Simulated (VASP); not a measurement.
Input of a VASP 6.6.1 run:

Contents of INCAR:

```
PREC = Accurate ; ENCUT = 520
EDIFF = 1E-6 ; ISMEAR = 0
SIGMA = 0.28 ; LREAL = F
LASPH = T ; NELM = 60
ALGO = Normal ; ISIF = 2
LWAVE = F ; LCHARG = F
GGA = PE ; NBANDS = 14
```

KPOINTS

```
Automatic mesh
0
Gamma
  4 4 4
```

File POSCAR:

```
HfB
1.0
    0.0000000000      2.3100000000      2.3100000000
    2.3100000000      0.0000000000      2.3100000000
    2.3100000000      2.3100000000      0.0000000000
Hf B
1 1
Direct
    0.5000000000      0.5000000000      0.5000000000
    0.0000000000      0.0000000000      0.0000000000
```

Potentials or basis: VASP PAW PBE potentials, release 64 (Hf_pv, B).

Launch:

```console
$ cat potpaw_PBE.64/Hf_pv/POTCAR potpaw_PBE.64/B/POTCAR > POTCAR
$ mpirun -np 1 vasp_std > vasp.out
```

**Question.** Estimate the pressure.

**Answer.** 32.5 GPa.

Caveat: the k points lie up to 0.59 Å⁻¹ apart.
